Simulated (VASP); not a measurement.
# TiAl (P-6m2) in VASP: further runs, part 2 of 2

VASP 6.6.1.

## Step 3: Single point, PBEsol (strain +0.015 along x and y, -0.015 along z)

Contents of INCAR:

```
ALGO     = Normal         # electronic algorithm
EDIFF    = 1E-6           # SCF threshold, eV
ENCUT    = 520            # plane-wave cutoff, eV
GGA      = PS             # functional
ISIF     = 2              # what is computed and relaxed
ISMEAR   = 0              # smearing method
LASPH    = True           # aspherical terms in the spheres
LCHARG   = False          # write CHGCAR
LREAL    = False          # projectors in reciprocal space
LWAVE    = False          # write WAVECAR
NBANDS   = 14             # bands
NELM     = 100            # most SCF steps
PREC     = Accurate       # precision mode
SIGMA    = 0.15           # smearing width, eV
```

Contents of KPOINTS:

```
k-points
0
Gamma
  18 18 10
```

Contents of POSCAR:

```
TiAl
1.0
    2.9102711662      0.0000000000      0.0000000000
   -1.4551355831      2.5203687618      0.0000000000
    0.0000000000      0.0000000000      4.6079117550
Ti Al
1 1
Direct
    0.0000000000      0.0000000000      0.0000000000
    0.3333333333      0.6666666667      0.5000000000
```

Potentials or basis: VASP PAW PBE potentials, release 64 (Ti_sv, Al).

Launch:

```console
$ cat potpaw_PBE.64/Ti_sv/POTCAR potpaw_PBE.64/Al/POTCAR > POTCAR
$ mpirun -np 1 vasp_std > vasp.out
```

OUTCAR:

```text
EDIFF = 1E-6
   ENCUT = 520
   GGA = PS
   ISIF = 2
   ISMEAR = 0
   LASPH = True
   LREAL = False
   NELM = 100
   PREC = Accurate

 ion  position               nearest neighbor table
   1  0.000  0.000  0.000-   2 2.85   2 2.85   2 2.85   2 2.85   2 2.85   2 2.85
   2  0.333  0.667  0.500-   1 2.85   1 2.85   1 2.85   1 2.85   1 2.85   1 2.85

  LATTYP: Found a hexagonal cell.
 ALAT       =     2.9102711662
 C/A-ratio  =     1.5833272887

  Lattice vectors:

 A1 = (   2.9102711662,   0.0000000000,   0.0000000000)
 A2 = (  -1.4551355831,   2.5203687618,   0.0000000000)
 A3 = (   0.0000000000,   0.0000000000,   4.6079117550)

Analysis of symmetry for initial positions (statically):
=====================================================================
 Subroutine PRICEL returns:
 Original cell was already a primitive cell.

 Routine SETGRP: Setting up the symmetry group for a
 hexagonal supercell.

 Subroutine GETGRP returns: Found 12 space group operations
 (whereof 12 operations were pure point group operations)
 out of a pool of 24 trial point group operations.

The static configuration has the point symmetry D_3h.

Analysis of symmetry for dynamics (positions and initial velocities):
=====================================================================
 Subroutine PRICEL returns:
 Original cell was already a primitive cell.

 Routine SETGRP: Setting up the symmetry group for a
 hexagonal supercell.

 Subroutine GETGRP returns: Found 12 space group operations
 (whereof 12 operations were pure point group operations)
 out of a pool of 24 trial point group operations.

The dynamic configuration has the point symmetry D_3h.

 Subroutine INISYM returns: Found 12 space group operations
 (whereof 12 operations are pure point group operations),
 and found     1 'primitive' translations

----------------------------------------------------------------------------------------

                                     Primitive cell

  volume of cell :      33.7988

  direct lattice vectors                    reciprocal lattice vectors
     2.910271166  0.000000000  0.000000000     0.343610593  0.198383668  0.000000000
    -1.455135583  2.520368762  0.000000000     0.000000000  0.396767336  0.000000000
     0.000000000  0.000000000  4.607911755     0.000000000  0.000000000  0.217018045

  length of vectors
     2.910271166  2.910271166  4.607911755     0.396767336  0.396767336  0.217018045

  position of ions in fractional coordinates (direct lattice)
     0.000000000  0.000000000  0.000000000
     0.333333333  0.666666667  0.500000000

  ion indices of the primitive-cell ions
   primitive index   ion index
                 1           1
                 2           2

----------------------------------------------------------------------------------------

 KPOINTS: k-points

Automatic generation of k-mesh.
 Grid dimensions read from file:
 generate k-points for:   18   18   10

 Generating k-lattice:

  Cartesian coordinates                     Fractional coordinates (reciprocal lattice)
     0.019089477  0.011021315  0.000000000     0.055555556 -0.000000000  0.000000000
     0.000000000  0.022042630  0.000000000     0.000000000  0.055555556  0.000000000
     0.000000000  0.000000000  0.021701804     0.000000000  0.000000000  0.100000000

  Length of vectors
     0.022042630  0.022042630  0.021701804

  Shift w.r.t. Gamma in fractional coordinates (k-lattice)
     0.000000000  0.000000000  0.000000000

 Subroutine IBZKPT returns following result:
 ===========================================

 Found    222 irreducible k-points:

 Following reciprocal coordinates:
            Coordinates               Weight
  0.000000  0.000000  0.000000      1.000000
  0.055556  0.000000  0.000000      6.000000
  0.111111  0.000000  0.000000      6.000000
  0.166667  0.000000  0.000000      6.000000
  0.222222 -0.000000  0.000000      6.000000
  0.277778  0.000000  0.000000      6.000000
[... 16 lines left out ...]
  0.333333  0.111111  0.000000     12.000000
  0.388889  0.111111  0.000000     12.000000
 [... further k-points ...]
   k-points           NKPTS =    222   k-points in BZ     NKDIM =    222   number of bands    NBANDS=     14
   number of dos      NEDOS =    301   number of ions     NIONS =      2
   total plane-waves  NPLWV =  20736
   dimension x,y,z NGX =    24 NGY =   24 NGZ =   36
   dimension x,y,z NGXF=    48 NGYF=   48 NGZF=   72
   ions per type =               1   1
   NGX,Y,Z   is equivalent  to a cutoff of  13.71, 13.71, 12.99 a.u.
   NGXF,Y,Z  is equivalent  to a cutoff of  27.42, 27.42, 25.98 a.u.
 SYSTEM =  unknown system
   PREC   = accura    normal or accurate (medium, high low for compatibility)
   ISTART =      0    job   : 0-new  1-cont  2-samecut
   ICHARG =      2    charge: 1-file 2-atom 10-const
   ISPIN  =      1    spin polarized calculation?
   LNONCOLLINEAR =      F non collinear calculations
   LSORBIT =      F    spin-orbit coupling
   LASPH  =      T    aspherical Exc in radial PAW
   ENCUT  =  520.0 eV  38.22 Ry    6.18 a.u.   5.41  5.41  8.57*2*pi/ulx,y,z
   NELM   =    100;   NELMIN=  2; NELMDL= -5     # of ELM steps
   EDIFF  = 0.1E-05   stopping-criterion for ELM
   LREAL  =      F    real-space projection
   EDIFFG = 0.1E-04   stopping-criterion for IOM
   NSW    =      0    number of steps for IOM
   IBRION =     -1    ionic relax: 0-MD 1-quasi-New 2-CG
   NFREE  =      0    steps in history (QN), initial steepest desc. (CG)
   ISIF   =      2    stress and relaxation
   ISYM   =      2    0-nonsym 1-usesym 2-fastsym
   POTIM  = 0.5000    time-step for ionic-motion
   TEBEG  =    0.0;   TEEND  =   0.0 temperature during run
   PSTRESS=    0.0 pullay stress
   NELECT =      15.0000    total number of electrons
   NUPDOWN=      -1.0000    fix difference up-down
   EMIN   =  10.00;   EMAX   =-10.00  energy-range for DOS
   EFERMI =   0.00;   METHOD = LEGACY
   ISMEAR =     0;   SIGMA  =   0.15  broadening in eV -4-tet -1-fermi 0-gaus
   EFERMI_NEDOS =   21; number of points for ismear=-14 and -15
   IALGO  =     38    algorithm
   IMIX   =      4    mixing-type and parameters
     AMIX     =   0.40;   BMIX     =  1.00
     AMIX_MAG =   1.60;   BMIX_MAG =  1.00
  volume/ion in A,a.u.               =      16.90       114.04
  Fermi-wavevector in a.u.,A,eV,Ry     =   1.248738  2.359773 21.216201  1.559347
  Thomas-Fermi vector in A             =   2.382811
   LORBIT       =      0    0 simple, 1 ext, 2 COOP (PROOUT), +10 PAW based schemes
   GGA     = PS    functional components
   LHFCALC =     F    Hartree Fock is set to
   AEXX    =    0.0000 exact exchange contribution
   IVDW    =     0    specifies the selected vdW correction
   LEPSILON=     F    determine dielectric tensor
   LRPA    =     F    only Hartree local field effects (RPA)
 non-spin polarized calculation
 Gauss-broadening in eV      SIGMA  =   0.15
  energy-cutoff  :      520.00
  volume of cell :       33.80
 maximum number of plane-waves:       935
 NGX is ok and might be reduce to    24
   NGX = 11   NGY = 11   NGZ = 17

 number of electron      14.9999999 magnetization

 Free energy of the ion-electron system (eV)
  ---------------------------------------------------
  ext. energy  EPLUGINS =         0.00000000
  ---------------------------------------------------
  free energy    TOTEN  =       -12.92658272 eV

  energy without entropy =      -12.89661348  energy(sigma->0) =      -12.91159810

 E-fermi :   7.6008     XC(G=0): -10.9714

 val. band max:        7.6007146448   @ k =   0.1667   0.1667   0.2000
 cond. band min:       7.6027151996   @ k =   0.3333   0.3333   0.5000
 fundamental gap:      0.0020005548
 Fermi energy:         7.6007750598

 k-point     1 :       0.0000    0.0000    0.0000
  band No.  band energies     occupation
      1     -48.7341      2.00000
      2     -25.1545      2.00000
      3     -24.7719      2.00000
      4     -24.7719      2.00000
      5      -1.1829      2.00000
      6       5.4377      2.00000
      7       6.0296      2.00000
      8       8.8375      0.00000
      9       8.8375      0.00000
     10      10.2232      0.00000
     11      10.2232      0.00000
     12      11.7686      0.00000
     13      20.0469      0.00000
     14      20.0469      0.00000
[... 375 lines left out ...]
 k-point    24 :       0.3889    0.1111    0.0000
  band No.  band energies     occupation
      1     -48.6531      2.00000
      2     -25.2465      2.00000
      3     -25.0724      2.00000
      4     -24.9230      2.00000
      5       3.3970      2.00000
      6       5.5878      2.00000
      7       6.2604      2.00000
      8       6.8757      2.00000
      9       9.1097      0.00000
     10      10.6354      0.00000
     11      11.5929      0.00000
     12      12.3070      0.00000
     13      13.0313      0.00000
     14      13.9519      0.00000

 [... further k-points ...]
[... 5 lines left out ...]
  --------------------------------------------------------------------------------------
  -------------------------------------------------------------------------------------
  Total       -0.9808899     -0.9808899     -0.4902919      0.0000000      0.0000000      0.0000000
  in kB      -46.4974534    -46.4974534    -23.2414703      0.0000000      0.0000000      0.0000000
  external PRESSURE =     -38.7454590 kB  Pullay stress =       0.0000000 kB

 VOLUME and BASIS-vectors are now :
 -----------------------------------------------------------------------------
  energy-cutoff  :      520.00
  volume of cell :       33.80
      direct lattice vectors                 reciprocal lattice vectors
     2.910271166  0.000000000  0.000000000     0.343610593  0.198383668  0.000000000
    -1.455135583  2.520368762  0.000000000     0.000000000  0.396767336  0.000000000
     0.000000000  0.000000000  4.607911755     0.000000000  0.000000000  0.217018045

 POSITION                                       TOTAL-FORCE (eV/Angst)
 -----------------------------------------------------------------------------------
      0.00000      0.00000      0.00000         0.000000     -0.000000      0.000000
     -0.00000      1.68025      2.30396        -0.000000      0.000000      0.000000
 -----------------------------------------------------------------------------------
    total drift:                                0.000000     -0.000000      0.000000

  FREE ENERGIE OF THE ION-ELECTRON SYSTEM (eV)
  ---------------------------------------------------
  free  energy   TOTEN  =       -12.9265827155 eV

  energy  without entropy=      -12.8966134798  energy(sigma->0) =      -12.91159810
```

Wall time 43 s (1 thread of Intel Xeon Platinum 8488C (Sapphire Rapids), shared host); peak memory 0.24 GiB.

What came out:

```
Free energy : -12.9266 eV
Pressure    : -3.9 GPa
```

Stress tensor (GPa, compression positive):
```
-4.65  0.00  0.00
 0.00 -4.65  0.00
 0.00  0.00 -2.32
```

Caveat: the cell differs from its parent crystal (strain +0.015 along x and y, -0.015 along z); the PAW data sets were made with another functional, which shifts forces and pressure a little.
